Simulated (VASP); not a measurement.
# CaSe (Fm-3m) in VASP: a series of runs

CaSe is run at these levels: PBEsol; tasks: relaxation of cell and atoms.

Everything below comes from runs of VASP 6.6.1. Logs are shortened: lines on timing, memory, paths and dates and some standing lists are left out, and cuts for length are marked.

**1. The cell of the first run**

It takes space group Fm-3m (No. 225, cubic). The conventional cell has a = 5.869 Å, b = 5.869 Å, c = 5.869 Å, α = 90.00°, β = 90.00°, γ = 90.00°. Ca (site symmetry m-3m) has 6 Se at 2.93 Å within 3.9 Å. Se (site symmetry m-3m) has 6 Ca at 2.93 Å within 3.9 Å.

**2. Relaxation of cell and atoms, PBEsol, target pressure 10 GPa, at which the enthalpy is minimised**

INCAR

```
  PREC = Accurate
  ENCUT = 600
  EDIFF = 1E-7
  ISMEAR = 0
  SIGMA = 0.01
  LREAL = False
  LASPH = True
  NELM = 60
  ALGO = Normal
  ISIF = 3
  LWAVE = False
  LCHARG = False
  GGA = PS
  IBRION = 2
  NSW = 100
  EDIFFG = -0.002
  PSTRESS = 100.0
```

KPOINTS

```
regular mesh
0
Gamma
  8 8 8
```

POSCAR

```
CaSe
1.0
    0.0000000000      2.9344500931      2.9344500931
    2.9344500931      0.0000000000      2.9344500931
    2.9344500931      2.9344500931      0.0000000000
Ca Se
1 1
Direct
    0.0000000000      0.0000000000      0.0000000000
    0.5000000000      0.5000000000      0.5000000000
```

Potentials or basis: VASP PAW PBE potentials, release 64 (Ca_sv, Se).

The run is started by

```sh
$ cat potpaw_PBE.64/Ca_sv/POTCAR potpaw_PBE.64/Se/POTCAR > POTCAR
$ mpirun -np 1 vasp_std > vasp.out
```

OUTCAR:

```text
PREC = Accurate
   ENCUT = 600
   EDIFF = 1E-7
   ISMEAR = 0
   LREAL = False
   LASPH = True
   NELM = 60
   ISIF = 3
   GGA = PS
   IBRION = 2
   NSW = 100
   EDIFFG = -0.002
   PSTRESS = 100.0

 ion  position               nearest neighbor table
   1  0.000  0.000  0.000-   2 2.93   2 2.93   2 2.93   2 2.93   2 2.93   2 2.93
   2  0.500  0.500  0.500-   1 2.93   1 2.93   1 2.93   1 2.93   1 2.93   1 2.93

  LATTYP: Found a face centered cubic cell.
 ALAT       =     5.8689001862

  Lattice vectors:

 A1 = (   0.0000000000,   2.9344500931,   2.9344500931)
 A2 = (   2.9344500931,   0.0000000000,   2.9344500931)
 A3 = (   2.9344500931,   2.9344500931,   0.0000000000)

Analysis of symmetry for initial positions (statically):
=====================================================================
 Subroutine PRICEL returns:
 Original cell was already a primitive cell.

 Routine SETGRP: Setting up the symmetry group for a
 face centered cubic supercell.

 Subroutine GETGRP returns: Found 48 space group operations
 (whereof 48 operations were pure point group operations)
 out of a pool of 48 trial point group operations.

The static configuration has the point symmetry O_h .

Analysis of symmetry for dynamics (positions and initial velocities):
=====================================================================
 Subroutine PRICEL returns:
 Original cell was already a primitive cell.

 Routine SETGRP: Setting up the symmetry group for a
 face centered cubic supercell.

 Subroutine GETGRP returns: Found 48 space group operations
 (whereof 48 operations were pure point group operations)
 out of a pool of 48 trial point group operations.

The dynamic configuration has the point symmetry O_h .

 Subroutine INISYM returns: Found 48 space group operations
 (whereof 48 operations are pure point group operations),
 and found     1 'primitive' translations

----------------------------------------------------------------------------------------

                                     Primitive cell

  volume of cell :      50.5371

  direct lattice vectors                    reciprocal lattice vectors
     0.000000000  2.934450093  2.934450093    -0.170389676  0.170389676  0.170389676
     2.934450093  0.000000000  2.934450093     0.170389676 -0.170389676  0.170389676
     2.934450093  2.934450093  0.000000000     0.170389676  0.170389676 -0.170389676

  length of vectors
     4.149939120  4.149939120  4.149939120     0.295123576  0.295123576  0.295123576

  position of ions in fractional coordinates (direct lattice)
     0.000000000  0.000000000  0.000000000
     0.500000000  0.500000000  0.500000000

  ion indices of the primitive-cell ions
   primitive index   ion index
                 1           1
                 2           2

----------------------------------------------------------------------------------------

 KPOINTS: regular mesh

Automatic generation of k-mesh.
 Grid dimensions read from file:
 generate k-points for:    8    8    8

 Generating k-lattice:

  Cartesian coordinates                     Fractional coordinates (reciprocal lattice)
    -0.021298709  0.021298709  0.021298709     0.125000000  0.000000000  0.000000000
     0.021298709 -0.021298709  0.021298709     0.000000000  0.125000000  0.000000000
     0.021298709  0.021298709 -0.021298709     0.000000000  0.000000000  0.125000000

  Length of vectors
     0.036890447  0.036890447  0.036890447

  Shift w.r.t. Gamma in fractional coordinates (k-lattice)
     0.000000000  0.000000000  0.000000000

 Subroutine IBZKPT returns following result:
 ===========================================

 Found     29 irreducible k-points:

 Following reciprocal coordinates:
            Coordinates               Weight
  0.000000  0.000000  0.000000      1.000000
  0.125000  0.000000  0.000000      8.000000
  0.250000  0.000000  0.000000      8.000000
  0.375000  0.000000  0.000000      8.000000
  0.500000  0.000000  0.000000      4.000000
  0.125000  0.125000  0.000000      6.000000
[... 16 lines left out ...]
  0.500000  0.250000  0.125000     48.000000
 -0.375000  0.250000  0.125000     24.000000
 [... further k-points ...]
   k-points           NKPTS =     29   k-points in BZ     NKDIM =     29   number of bands    NBANDS=     12
   number of dos      NEDOS =    301   number of ions     NIONS =      2
   total plane-waves  NPLWV =  46656
   dimension x,y,z NGX =    36 NGY =   36 NGZ =   36
   dimension x,y,z NGXF=    72 NGYF=   72 NGZF=   72
   ions per type =               1   1
   NGX,Y,Z   is equivalent  to a cutoff of  14.42, 14.42, 14.42 a.u.
   NGXF,Y,Z  is equivalent  to a cutoff of  28.84, 28.84, 28.84 a.u.
 SYSTEM =  unknown system
   PREC   = accura    normal or accurate (medium, high low for compatibility)
   ISTART =      0    job   : 0-new  1-cont  2-samecut
   ICHARG =      2    charge: 1-file 2-atom 10-const
   ISPIN  =      1    spin polarized calculation?
   LNONCOLLINEAR =      F non collinear calculations
   LSORBIT =      F    spin-orbit coupling
   LASPH  =      T    aspherical Exc in radial PAW
   ENCUT  =  600.0 eV  44.10 Ry    6.64 a.u.   8.29  8.29  8.29*2*pi/ulx,y,z
   NELM   =     60;   NELMIN=  2; NELMDL= -5     # of ELM steps
   EDIFF  = 0.1E-06   stopping-criterion for ELM
   LREAL  =      F    real-space projection
   EDIFFG = -.2E-02   stopping-criterion for IOM
   NSW    =    100    number of steps for IOM
   IBRION =      2    ionic relax: 0-MD 1-quasi-New 2-CG
   NFREE  =      1    steps in history (QN), initial steepest desc. (CG)
   ISIF   =      3    stress and relaxation
   ISYM   =      2    0-nonsym 1-usesym 2-fastsym
   POTIM  = 0.5000    time-step for ionic-motion
   TEBEG  =    0.0;   TEEND  =   0.0 temperature during run
   PSTRESS=  100.0 pullay stress
   NELECT =      16.0000    total number of electrons
   NUPDOWN=      -1.0000    fix difference up-down
   EMIN   =  10.00;   EMAX   =-10.00  energy-range for DOS
   EFERMI =   0.00;   METHOD = LEGACY
   ISMEAR =     0;   SIGMA  =   0.01  broadening in eV -4-tet -1-fermi 0-gaus
   EFERMI_NEDOS =   21; number of points for ismear=-14 and -15
   IALGO  =     38    algorithm
   IMIX   =      4    mixing-type and parameters
     AMIX     =   0.40;   BMIX     =  1.00
     AMIX_MAG =   1.60;   BMIX_MAG =  1.00
  volume/ion in A,a.u.               =      25.27       170.52
  Fermi-wavevector in a.u.,A,eV,Ry     =   1.115779  2.108516 16.938740  1.244962
  Thomas-Fermi vector in A             =   2.252387
   LORBIT       =      0    0 simple, 1 ext, 2 COOP (PROOUT), +10 PAW based schemes
   GGA     = PS    functional components
   LHFCALC =     F    Hartree Fock is set to
   AEXX    =    0.0000 exact exchange contribution
   IVDW    =     0    specifies the selected vdW correction
   LEPSILON=     F    determine dielectric tensor
   LRPA    =     F    only Hartree local field effects (RPA)
 conjugate gradient relaxation of ions
 non-spin polarized calculation
 Gauss-broadening in eV      SIGMA  =   0.01
  energy-cutoff  :      600.00
  volume of cell :       50.54
 maximum number of plane-waves:      1708
 NGX is ok and might be reduce to    36
   NGX = 17   NGY = 17   NGZ = 17

--------------------------------------- Ionic step        1  -------------------------------------------

 number of electron      16.0000000 magnetization

 Free energy of the ion-electron system (eV)
  ---------------------------------------------------
  ext. energy  EPLUGINS =         0.00000000
  ---------------------------------------------------
  free energy    TOTEN  =       -10.07447619 eV

  energy without entropy =      -10.07447619  energy(sigma->0) =      -10.07447619

 E-fermi :   2.5931     XC(G=0):  -9.4278

 val. band max:        2.5079307015   @ k =   0.0000   0.0000   0.0000
 cond. band min:       4.3745096656   @ k =   0.5000   0.5000   0.0000
 fundamental gap:      1.8665789640
 Fermi energy:         2.5931117037

 k-point     1 :       0.0000    0.0000    0.0000
  band No.  band energies     occupation
      1     -36.9622      2.00000
      2     -18.0418      2.00000
      3     -18.0418      2.00000
      4     -18.0418      2.00000
      5      -9.4009      2.00000
      6       2.5079      2.00000
      7       2.5079      2.00000
      8       2.5079      2.00000
      9       5.8176      0.00000
     10       6.1444      0.00000
     11       6.1444      0.00000
     12       6.1444      0.00000
[... 331 lines left out ...]
 k-point    24 :      -0.3750    0.2500    0.1250
  band No.  band energies     occupation
      1     -36.9528      2.00000
      2     -18.1502      2.00000
      3     -18.0797      2.00000
      4     -18.0612      2.00000
      5      -8.6658      2.00000
      6      -0.4484      2.00000
      7       0.7981      2.00000
      8       1.2069      2.00000
      9       6.9404      0.00000
     10       7.2426      0.00000
     11       8.2800      0.00000
     12       8.5691      0.00000

 [... further k-points ...]
[... 5 lines left out ...]
  --------------------------------------------------------------------------------------
  -------------------------------------------------------------------------------------
  Total        0.0670149      0.0670149      0.0670149      0.0000000     -0.0000000      0.0000000
  in kB        2.1245736      2.1245736      2.1245736      0.0000000     -0.0000000      0.0000000
  external PRESSURE =     -97.8754264 kB  Pullay stress =     100.0000000 kB
[... 175 lines left out ...]
  enthalpy is  TOTEN    =        -7.1430760094 eV   P V=        2.7476157054

--------------------------------------- Ionic step        6  -------------------------------------------

 number of electron      15.9999999 magnetization

 Free energy of the ion-electron system (eV)
  ---------------------------------------------------
  ext. energy  EPLUGINS =         0.00000000
  ---------------------------------------------------
  free energy    TOTEN  =        -9.88771612 eV

  energy without entropy =       -9.88771612  energy(sigma->0) =       -9.88771612

 E-fermi :   3.7657     XC(G=0): -10.0403

 val. band max:        3.5836223913   @ k =   0.0000   0.0000   0.0000
 cond. band min:       5.0116418258   @ k =   0.5000   0.5000   0.0000
 fundamental gap:      1.4280194345
 Fermi energy:         3.7657387205

 k-point     1 :       0.0000    0.0000    0.0000
  band No.  band energies     occupation
      1     -35.5255      2.00000
      2     -16.6335      2.00000
      3     -16.6335      2.00000
      4     -16.6335      2.00000
      5      -8.8827      2.00000
      6       3.5836      2.00000
      7       3.5836      2.00000
      8       3.5836      2.00000
      9       7.0778      0.00000
     10       7.0778      0.00000
     11       7.0778      0.00000
     12       7.7224      0.00000
[... 331 lines left out ...]
 k-point    24 :      -0.3750    0.2500    0.1250
  band No.  band energies     occupation
      1     -35.5054      2.00000
      2     -16.8399      2.00000
      3     -16.7016      2.00000
      4     -16.6672      2.00000
      5      -7.8514      2.00000
      6       0.1229      2.00000
      7       1.5252      2.00000
      8       1.9669      2.00000
      9       8.1265      0.00000
     10       8.4478      0.00000
     11       9.7002      0.00000
     12      10.1731      0.00000

 [... further k-points ...]
[... 5 lines left out ...]
  --------------------------------------------------------------------------------------
  -------------------------------------------------------------------------------------
  Total        2.7449990      2.7449990      2.7449990      0.0000000      0.0000000      0.0000000
  in kB      100.0136065    100.0136065    100.0136065      0.0000000      0.0000000      0.0000000
  external PRESSURE =       0.0136065 kB  Pullay stress =     100.0000000 kB
[... 17 lines left out ...]
  FREE ENERGIE OF THE ION-ELECTRON SYSTEM (eV)
  ---------------------------------------------------
  free  energy   TOTEN  =        -9.8877161170 eV

  energy  without entropy=       -9.8877161170  energy(sigma->0) =       -9.88771612

  enthalpy is  TOTEN    =        -7.1430905292 eV   P V=        2.7446255878

 reached required accuracy - stopping structural energy minimisation
```

Wall time 1.7 min (1 thread of Intel Xeon 6975P-C, shared host); peak memory 0.22 GiB.

What came out:

```
Free energy                                            : -9.8877 eV
Relaxed volume                                         : 21.99 Å³/atom
Relaxed cell                                           : a = 3.962 Å, b = 3.962 Å, c = 3.962 Å, α = 60.00°, β = 60.00°, γ = 60.00°
Space group after relaxing (to 0.05 Å)                 : Fm-3m (No. 225)
Energy change on relaxing (the enthalpy is what falls) : +93.4 meV/atom
Ionic steps                                            : 6
Pressure after relaxing                                : 10.0 GPa
Band gap on the k mesh                                 : 1.43 eV, indirect (least direct gap 2.53 eV)
```

The path:
| step | energy change (eV) | largest force (eV/Å) | pressure (GPa) | volume (Å³) |
| --- | --- | --- | --- | --- |
| 1 | 0.0000 | 0.0000 | 0.21 | 50.54 |
| 2 | 0.5436 | 0.0000 | 19.97 | 40.07 |
| 3 | 0.1835 | 0.0000 | 9.89 | 44.03 |
| 4 | 0.1912 | 0.0000 | 10.15 | 43.90 |
| 5 | 0.1838 | 0.0000 | 9.90 | 44.02 |
| 6 | 0.1868 | 0.0000 | 10.00 | 43.97 |

Final structure:
```
Ca Se
1.0
     0.00000    2.80148    2.80148
     2.80148    0.00000    2.80148
     2.80148    2.80148    0.00000
Ca Se
1 1
Direct
  0.00000 0.00000 0.00000
  0.50000 0.50000 0.50000
```

Levels at points of the mesh, in eV from the valence-band top:
```csv
k point,band 6,band 7,band 8,band 9,band 10,band 11
"(0.00, 0.00, 0.00)",0.00,0.00,0.00,3.49,3.49,3.49
"(0.50, 0.00, 0.00)",-4.02,-1.62,-1.62,4.62,5.83,5.83
"(0.50, 0.50, 0.00)",-2.99,-1.10,-1.10,1.43,5.26,5.67
```

Caveat: the cell is relaxed towards a set pressure, so the enthalpy falls and the energy may rise; the PAW data sets were made with another functional, which shifts forces and pressure a little. A k mesh can miss the band edges.

**3. Relaxation of cell and atoms, PBEsol, target pressure 15 GPa, at which the enthalpy is minimised**

INCAR

```
ALGO = Normal
EDIFF = 1E-6
EDIFFG = -0.002
ENCUT = 600
GGA = PS
IBRION = 2
ISIF = 3
ISMEAR = 0
LASPH = T
LCHARG = F
LREAL = F
LWAVE = F
NELM = 60
NSW = 100
PREC = Accurate
PSTRESS = 150.0
SIGMA = 0.01
```

KPOINTS

```
k-points
0
Gamma
  8 8 8
```

POSCAR is that of step 2.

Potentials or basis: VASP PAW PBE potentials, release 64 (Ca_sv, Se).

The run is started by

```sh
$ cat potpaw_PBE.64/Ca_sv/POTCAR potpaw_PBE.64/Se/POTCAR > POTCAR
$ mpirun -np 1 vasp_std > vasp.out
```

Wall time 1.9 min (1 thread of Intel Xeon 6975P-C, shared host); peak memory 0.22 GiB.

The run converged. Its results:

```yaml
Free_energy: -9.7203 eV
Relaxed_volume: 20.91 Å³/atom
Relaxed_cell: a = 3.896 Å, b = 3.896 Å, c = 3.896 Å, α = 60.00°, β = 60.00°, γ = 60.00°
Space_group_after_relaxing_to_0.05_Å: Fm-3m (No. 225)
Energy_change_on_relaxing_the_enthalpy_is_what_falls: +177.1 meV/atom
Ionic_steps: 7
Pressure_after_relaxing: 15.0 GPa
Band_gap_on_the_k_mesh: 1.23 eV, indirect (least direct gap 2.38 eV)
```

The path:
```csv
step,energy change (eV),largest force (eV/Å),pressure (GPa),volume (Å³)
1,0.0000,0.0000,0.21,50.54
2,1.3976,0.0000,39.49,35.33
3,0.3341,0.0000,14.44,42.03
4,0.3513,0.0000,14.92,41.84
5,0.3667,0.0000,15.34,41.68
6,0.3439,0.0000,14.72,41.92
7,0.3542,0.0000,15.00,41.81
```

Final structure:
```
Ca Se
1.0
     0.00000    2.75477    2.75477
     2.75477    0.00000    2.75477
     2.75477    2.75477    0.00000
Ca Se
1 1
Direct
  0.00000 0.00000 0.00000
  0.50000 0.50000 0.50000
```

Levels at points of the mesh, in eV from the valence-band top:
| k point | band 5 | band 6 | band 7 | band 8 | band 9 | band 10 | band 11 | band 12 |
| --- | --- | --- | --- | --- | --- | --- | --- | --- |
| (0.00, 0.00, 0.00) | -12.70 | 0.00 | 0.00 | 0.00 | 3.41 | 3.41 | 3.41 | 4.25 |
| (0.50, 0.00, 0.00) | -11.44 | -4.26 | -1.77 | -1.77 | 4.69 | 5.92 | 5.92 | 5.98 |
| (0.50, 0.50, 0.00) | -11.84 | -3.12 | -1.15 | -1.15 | 1.23 | 5.30 | 5.91 | 6.66 |

Caveat: the cell is relaxed towards a set pressure, so the enthalpy falls and the energy may rise; the volume moved by over 15 % at a fixed basis, so the end points are rough; the PAW data sets were made with another functional, which shifts forces and pressure a little. A hybrid or GW would open this gap; PBEsol tends to underestimate it.
